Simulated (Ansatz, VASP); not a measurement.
# One calculation of GaP4, two programs

```
CELL_PARAMETERS angstrom
5.78056 0.00000 0.00000
0.00000 5.78056 0.00000
0.00000 0.00000 2.47524
ATOMIC_POSITIONS crystal
Ga 0.00000 0.00000 0.00000
P 0.79541 0.50000 0.00000
P 0.20459 0.50000 0.00000
P 0.50000 0.79541 0.00000
P 0.50000 0.20459 0.00000
```

Alike in both runs: functional PBE; k mesh 8 × 8 × 16; occupations gaussian, width 0.1 eV; no spin polarisation.

Ansatz relaxed the structure, and its values are those at the end. VASP's run is a single point on that final structure, the one shown.

|  | VASP | Ansatz |
| --- | --- | --- |
| version | VASP 6.6.1 | Ansatz 0.2.0 |
| potentials or method | VASP PAW PBE potentials, release 64 (Ga_d, P), cutoff 520 eV | scalar-relativistic, plane waves, PAW |
| valence electrons in the cell | 33 | 33 |

```tsv
	VASP	Ansatz	Ansatz less VASP
gap on the k mesh at the Fermi level (eV)	none	none	-
pressure (GPa)	-0.1	0.0	+0.13
rms of the force components (eV/Å)	0.001	0.003	+0.0018
```

A gap of «none» marks a metal or a gap that the smearing closes.
